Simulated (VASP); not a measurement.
Set up this calculation in VASP 6.6.1, as the native input.

```yaml
Task: relaxation of cell and atoms
Functional: PBE
Potentials_or_basis: VASP PAW PBE potentials, release 64 (Zn, Se)
Cutoff: 600 eV
k_mesh: 4 × 4 × 6
Occupations: gaussian, width 0.1 eV
Spin: no spin polarisation
Dipole_correction: no
Further_INCAR_settings: ALGO = Normal; EDIFF = 1e-06; IBRION = 2; EDIFFG = -0.04; NSW = 90; ISIF = 3
```

The structure of ZnSe lies in POSCAR:

```
ZnSe
1.0
    6.5391931700      0.0000000000      0.0000000000
    0.0000000000      6.5391931700      0.0000000000
    0.0000000000      0.0000000000      3.5698289900
Zn Se
4 4
Direct
    0.6692432600      0.6692432600      0.5000000000
    0.1692432600      0.8307567400      0.2500000000
    0.3307567400      0.3307567400      0.0000000000
    0.8307567400      0.1692432600      0.7500000000
    0.8307567400      0.8307567400      0.0000000000
    0.3307567400      0.6692432600      0.7500000000
    0.1692432600      0.1692432600      0.5000000000
    0.6692432600      0.3307567400      0.2500000000
```

The cell was generated, and may not be a known phase.

The input as run:

INCAR

```
  PREC = Accurate
  ENCUT = 600
  EDIFF = 1E-6
  ISMEAR = 0
  SIGMA = 0.1
  LREAL = False
  LASPH = True
  NELM = 60
  ALGO = Normal
  ISIF = 3
  LWAVE = False
  LCHARG = False
  GGA = PE
  IBRION = 2
  NSW = 90
  EDIFFG = -0.04
```

KPOINTS

```
regular mesh
0
Gamma
  4 4 6
```

Potentials or basis: VASP PAW PBE potentials, release 64 (Zn, Se).

Run with:

```console
$ cat potpaw_PBE.64/Zn/POTCAR potpaw_PBE.64/Se/POTCAR > POTCAR
$ mpirun -np 1 vasp_std > vasp.out
```

Results of the run:

| Quantity | Value |
| --- | --- |
| Relaxed volume | 23.34 Å³/atom |
| Relaxed cell | a = 6.954 Å, b = 6.954 Å, c = 3.862 Å, α = 90.00°, β = 90.00°, γ = 90.00° |
| Space group after relaxing (to 0.1 Å) | P4_12_12 (No. 92) |
| Energy gained by relaxing | 199.6 meV/atom |
| Ionic steps | 6 |
| Pressure after relaxing | -0.1 GPa |
| Largest force after relaxing | 0.011 eV/Å |
| Band gap on the k mesh | 0.64 eV (least direct gap 0.82 eV) |

Caveat: the volume moved by over 15 % at a fixed basis, so the end points are rough; semilocal functionals underestimate gaps, and a narrow one can read as zero.

Run time: 8.1 min on 1 thread of AMD EPYC 9R45 96-Core Processor (Zen 5), with other jobs on the host, peak memory 0.35 GiB.
